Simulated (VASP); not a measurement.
W:

```
CELL_PARAMETERS angstrom
-1.59282 1.59282 1.59282
1.59282 -1.59282 1.59282
1.59282 1.59282 -1.59282
ATOMIC_POSITIONS crystal
W 0.00000 0.00000 0.00000
```

Program: VASP 6.6.1. Alike in all runs: task single point; no spin polarisation; cell as given; k mesh 12 × 12 × 12; cutoff (eV) 520; smearing fermi-dirac 0.05 eV.

Problem. Order these runs on this cell by their pressure, lowest first.
A. level PBEsol+D3(BJ); potentials or basis VASP PAW PBE potentials, release 64 (W_sv)
B. level RPBE; potentials or basis VASP PAW PBE potentials, release 64 (W_sv)
C. level revPBE+D3(BJ); potentials or basis VASP PAW PBE potentials, release 64 (W_sv)
D. level LDA; potentials or basis VASP PAW LDA potentials, release 64 (W_sv)
E. level PBE+D4; potentials or basis VASP PAW PBE potentials, release 64 (W_sv)

Solution. A (-15.6 GPa), D (-13.0 GPa), C (-9.7 GPa), E (-6.5 GPa), B (3.9 GPa).

Caveats: the PAW data sets were made with another functional, which shifts forces and pressure a little (some runs); pairwise dispersion overbinds metals, which lowers pressure and volume (some runs).
